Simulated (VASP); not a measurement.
# Be2Ge (Fm-3m) in VASP: single point with PBEsol

Aim: the single point of Be2Ge with PBEsol.

Everything below comes from runs of VASP 6.6.1. Logs are shortened: lines on timing, memory, paths and dates and some standing lists are left out, and cuts for length are marked.

## 1. The cell of the first run

The structure is cubic, space group Fm-3m (No. 225). Conventional cell: a = 5.357 Å, b = 5.357 Å, c = 5.357 Å, α = 90.00°, β = 90.00°, γ = 90.00°. Within 3.1 Å of Ge (site symmetry m-3m) lie 8 Be at 2.32 Å. Within 3.1 Å of Be (site symmetry -43m) lie 4 Ge at 2.32 Å and 6 Be at 2.68 Å.

## 2. Single point, PBEsol

Contents of INCAR:

```
SYSTEM = Be2Ge
PREC = Accurate ; ENCUT = 520
EDIFF = 1E-6 ; ISMEAR = -1
SIGMA = 0.02 ; LREAL = .FALSE.
LASPH = .TRUE. ; NELM = 80
ALGO = Normal ; ISIF = 2
LWAVE = .FALSE. ; LCHARG = .FALSE.
GGA = PS ; NBANDS = 16
```

Contents of KPOINTS:

```
Automatic mesh
0
G
  6 6 6
  0 0 0
```

Contents of POSCAR:

```
Be2Ge
1.0
    0.0000000000      2.6783040144      2.6783040144
    2.6783040144      0.0000000000      2.6783040144
    2.6783040144      2.6783040144      0.0000000000
Ge Be
1 2
Direct
    0.0000000000      0.0000000000      0.0000000000
    0.2500000000      0.2500000000      0.2500000000
    0.7500000000      0.7500000000      0.7500000000
```

Potentials or basis: VASP PAW PBE potentials, release 64 (Ge_d, Be).

The run is started by

```
> cat potpaw_PBE.64/Ge_d/POTCAR potpaw_PBE.64/Be/POTCAR > POTCAR
> mpirun -np 1 vasp_std > vasp.out
```

OUTCAR:

```text
SYSTEM = Be2Ge
   PREC = Accurate
   ENCUT = 520
   EDIFF = 1E-6
   ISMEAR = -1
   LREAL = .FALSE.
   LASPH = .TRUE.
   NELM = 80
   ISIF = 2
   GGA = PS

 ion  position               nearest neighbor table
   1  0.000  0.000  0.000-   3 2.32   3 2.32   3 2.32   2 2.32   3 2.32   2 2.32   2 2.32   2 2.32

   2  0.250  0.250  0.250-   1 2.32   1 2.32   1 2.32   1 2.32
   3  0.750  0.750  0.750-   1 2.32   1 2.32   1 2.32   1 2.32

  LATTYP: Found a face centered cubic cell.
 ALAT       =     5.3566080288

  Lattice vectors:

 A1 = (   0.0000000000,   2.6783040144,   2.6783040144)
 A2 = (   2.6783040144,   0.0000000000,   2.6783040144)
 A3 = (   2.6783040144,   2.6783040144,   0.0000000000)

Analysis of symmetry for initial positions (statically):
=====================================================================
 Subroutine PRICEL returns:
 Original cell was already a primitive cell.

 Routine SETGRP: Setting up the symmetry group for a
 face centered cubic supercell.

 Subroutine GETGRP returns: Found 48 space group operations
 (whereof 48 operations were pure point group operations)
 out of a pool of 48 trial point group operations.

The static configuration has the point symmetry O_h .

Analysis of symmetry for dynamics (positions and initial velocities):
=====================================================================
 Subroutine PRICEL returns:
 Original cell was already a primitive cell.

 Routine SETGRP: Setting up the symmetry group for a
 face centered cubic supercell.

 Subroutine GETGRP returns: Found 48 space group operations
 (whereof 48 operations were pure point group operations)
 out of a pool of 48 trial point group operations.

The dynamic configuration has the point symmetry O_h .

 Subroutine INISYM returns: Found 48 space group operations
 (whereof 48 operations are pure point group operations),
 and found     1 'primitive' translations

----------------------------------------------------------------------------------------

                                     Primitive cell

  volume of cell :      38.4246

  direct lattice vectors                    reciprocal lattice vectors
     0.000000000  2.678304014  2.678304014    -0.186685304  0.186685304  0.186685304
     2.678304014  0.000000000  2.678304014     0.186685304 -0.186685304  0.186685304
     2.678304014  2.678304014  0.000000000     0.186685304  0.186685304 -0.186685304

  length of vectors
     3.787693861  3.787693861  3.787693861     0.323348432  0.323348432  0.323348432

  position of ions in fractional coordinates (direct lattice)
     0.000000000  0.000000000  0.000000000
     0.250000000  0.250000000  0.250000000
     0.750000000  0.750000000  0.750000000

  ion indices of the primitive-cell ions
   primitive index   ion index
                 1           1
                 2           2
                 3           3

----------------------------------------------------------------------------------------

 KPOINTS: Automatic mesh

Automatic generation of k-mesh.
 Grid dimensions read from file:
 generate k-points for:    6    6    6

 Generating k-lattice:

  Cartesian coordinates                     Fractional coordinates (reciprocal lattice)
    -0.031114217  0.031114217  0.031114217     0.166666667  0.000000000  0.000000000
     0.031114217 -0.031114217  0.031114217     0.000000000  0.166666667  0.000000000
     0.031114217  0.031114217 -0.031114217     0.000000000  0.000000000  0.166666667

  Length of vectors
     0.053891405  0.053891405  0.053891405

  Shift w.r.t. Gamma in fractional coordinates (k-lattice)
     0.000000000  0.000000000  0.000000000

 Subroutine IBZKPT returns following result:
 ===========================================

 Found     16 irreducible k-points:

 Following reciprocal coordinates:
            Coordinates               Weight
  0.000000  0.000000  0.000000      1.000000
  0.166667  0.000000  0.000000      8.000000
  0.333333  0.000000  0.000000      8.000000
  0.500000  0.000000  0.000000      4.000000
  0.166667  0.166667  0.000000      6.000000
  0.333333  0.166667  0.000000     24.000000
[... 8 lines left out ...]
 -0.333333  0.333333  0.166667     24.000000
 -0.333333  0.500000  0.166667     12.000000
   k-points           NKPTS =     16   k-points in BZ     NKDIM =     16   number of bands    NBANDS=     16
   number of dos      NEDOS =    301   number of ions     NIONS =      3
   total plane-waves  NPLWV =  21952
   dimension x,y,z NGX =    28 NGY =   28 NGZ =   28
   dimension x,y,z NGXF=    56 NGYF=   56 NGZF=   56
   ions per type =               1   2
   NGX,Y,Z   is equivalent  to a cutoff of  12.29, 12.29, 12.29 a.u.
   NGXF,Y,Z  is equivalent  to a cutoff of  24.58, 24.58, 24.58 a.u.
 SYSTEM =  Be2Ge
   PREC   = accura    normal or accurate (medium, high low for compatibility)
   ISTART =      0    job   : 0-new  1-cont  2-samecut
   ICHARG =      2    charge: 1-file 2-atom 10-const
   ISPIN  =      1    spin polarized calculation?
   LNONCOLLINEAR =      F non collinear calculations
   LSORBIT =      F    spin-orbit coupling
   LASPH  =      T    aspherical Exc in radial PAW
   ENCUT  =  520.0 eV  38.22 Ry    6.18 a.u.   7.04  7.04  7.04*2*pi/ulx,y,z
   NELM   =     80;   NELMIN=  2; NELMDL= -5     # of ELM steps
   EDIFF  = 0.1E-05   stopping-criterion for ELM
   LREAL  =      F    real-space projection
[... 7 lines left out ...]
   TEBEG  =    0.0;   TEEND  =   0.0 temperature during run
   PSTRESS=    0.0 pullay stress
   NELECT =      18.0000    total number of electrons
   NUPDOWN=      -1.0000    fix difference up-down
   EMIN   =  10.00;   EMAX   =-10.00  energy-range for DOS
   EFERMI =   0.00;   METHOD = LEGACY
   ISMEAR =    -1;   SIGMA  =   0.02  broadening in eV -4-tet -1-fermi 0-gaus
   EFERMI_NEDOS =   21; number of points for ismear=-14 and -15
   IALGO  =     38    algorithm
   IMIX   =      4    mixing-type and parameters
     AMIX     =   0.40;   BMIX     =  1.00
     AMIX_MAG =   1.60;   BMIX_MAG =  1.00
  volume/ion in A,a.u.               =      12.81        86.43
  Fermi-wavevector in a.u.,A,eV,Ry     =   1.271440  2.402673 21.994622  1.616559
  Thomas-Fermi vector in A             =   2.404373
   LORBIT       =      0    0 simple, 1 ext, 2 COOP (PROOUT), +10 PAW based schemes
   GGA     = PS    functional components
   LHFCALC =     F    Hartree Fock is set to
   AEXX    =    0.0000 exact exchange contribution
   IVDW    =     0    specifies the selected vdW correction
   LEPSILON=     F    determine dielectric tensor
   LRPA    =     F    only Hartree local field effects (RPA)
 non-spin polarized calculation
  energy-cutoff  :      520.00
  volume of cell :       38.42
 maximum number of plane-waves:      1056
   NGX = 15   NGY = 15   NGZ = 15

 number of electron      17.9999994 magnetization

 Free energy of the ion-electron system (eV)
  ---------------------------------------------------
  ext. energy  EPLUGINS =         0.00000000
  ---------------------------------------------------
  free energy    TOTEN  =       -12.25932258 eV

  energy without entropy =      -12.25856117  energy(sigma->0) =      -12.25894188

 E-fermi :   6.4826     XC(G=0): -10.4844

 val. band max:        6.4763427194   @ k =   0.5000   0.5000   0.0000
 cond. band min:       6.4889642120   @ k =   0.5000   0.5000   0.0000
 fundamental gap:      0.0126214926
 Fermi energy:         6.4826115289

 k-point     1 :       0.0000    0.0000    0.0000
  band No.  band energies     occupation
      1     -18.2532      2.00000
      2     -18.2532      2.00000
      3     -18.2532      2.00000
      4     -18.2046      2.00000
      5     -18.2046      2.00000
      6      -6.3097      2.00000
[... 8 lines left out ...]
     15      13.2048      0.00000
     16      13.2048      0.00000

 k-point     2 :       0.1667    0.0000    0.0000
  band No.  band energies     occupation
      1     -18.2516      2.00000
      2     -18.2506      2.00000
      3     -18.2506      2.00000
      4     -18.2045      2.00000
      5     -18.2045      2.00000
      6      -5.9628      2.00000
[... 8 lines left out ...]
     15      12.4502      0.00000
     16      13.1816      0.00000

 k-point     3 :       0.3333    0.0000    0.0000
  band No.  band energies     occupation
      1     -18.2484      2.00000
      2     -18.2461      2.00000
      3     -18.2461      2.00000
      4     -18.2038      2.00000
      5     -18.2038      2.00000
      6      -4.9898      2.00000
[... 8 lines left out ...]
     15      13.8668      0.00000
     16      14.5940      0.00000

 k-point     4 :       0.5000    0.0000    0.0000
  band No.  band energies     occupation
      1     -18.2468      2.00000
      2     -18.2442      2.00000
      3     -18.2442      2.00000
      4     -18.2031      2.00000
      5     -18.2031      2.00000
      6      -4.1026      2.00000
[... 8 lines left out ...]
     15      16.2605      0.00000
     16      16.4923      0.00000
[... 172 lines left out ...]
 k-point    14 :       0.5000    0.3333    0.1667
  band No.  band energies     occupation
      1     -18.2500      2.00000
      2     -18.2418      2.00000
      3     -18.2381      2.00000
      4     -18.2081      2.00000
      5     -18.2011      2.00000
      6      -4.1832      2.00000
[... 8 lines left out ...]
     15      15.2193      0.00000
     16      16.6765      0.00000

 k-point    15 :      -0.3333    0.3333    0.1667
  band No.  band energies     occupation
      1     -18.2451      2.00000
      2     -18.2446      2.00000
      3     -18.2356      2.00000
      4     -18.2075      2.00000
      5     -18.2018      2.00000
      6      -3.4389      2.00000
[... 8 lines left out ...]
     15      14.9983      0.00000
     16      17.9046      0.00000

 k-point    16 :      -0.3333    0.5000    0.1667
  band No.  band energies     occupation
      1     -18.2505      2.00000
      2     -18.2388      2.00000
      3     -18.2328      2.00000
      4     -18.2103      2.00000
      5     -18.2000      2.00000
      6      -3.1538      2.00000
[... 8 lines left out ...]
     15      15.9564      0.00000
     16      18.3188      0.00000

------------------------ aborting loop because EDIFF is reached ----------------------------------------

  FORCE on cell =-STRESS in cart. coord.  units (eV):
  Direction    XX          YY          ZZ          XY          YZ          ZX
  --------------------------------------------------------------------------------------
  -------------------------------------------------------------------------------------
  Total       -0.3431161     -0.3431161     -0.3431161      0.0000000     -0.0000000      0.0000000
  in kB      -14.3067835    -14.3067835    -14.3067835      0.0000000     -0.0000000      0.0000000
  external PRESSURE =     -14.3067835 kB  Pullay stress =       0.0000000 kB

 VOLUME and BASIS-vectors are now :
 -----------------------------------------------------------------------------
  energy-cutoff  :      520.00
  volume of cell :       38.42
      direct lattice vectors                 reciprocal lattice vectors
     0.000000000  2.678304014  2.678304014    -0.186685304  0.186685304  0.186685304
     2.678304014  0.000000000  2.678304014     0.186685304 -0.186685304  0.186685304
     2.678304014  2.678304014  0.000000000     0.186685304  0.186685304 -0.186685304

 POSITION                                       TOTAL-FORCE (eV/Angst)
 -----------------------------------------------------------------------------------
      0.00000      0.00000      0.00000        -0.000000     -0.000000     -0.000000
      1.33915      1.33915      1.33915        -0.000000      0.000000     -0.000000
      4.01746      4.01746      4.01746         0.000000     -0.000000      0.000000
 -----------------------------------------------------------------------------------
    total drift:                               -0.000000     -0.000000      0.000000

  FREE ENERGIE OF THE ION-ELECTRON SYSTEM (eV)
  ---------------------------------------------------
  free  energy   TOTEN  =       -12.2593225833 eV

  energy  without entropy=      -12.2585611725  energy(sigma->0) =      -12.25894188
```

It took 22 s on 1 thread of Intel Xeon 8259CL, shared host; peak memory 0.12 GiB.

Results:

* Free energy: -12.2593 eV
* Pressure: -1.4 GPa
* Band gap on the k mesh: zero (band 9 reaches 7.03 eV, above the bottom of band 10 at 6.48 eV)

Caveat: the PAW data sets were made with another functional, which shifts forces and pressure a little.
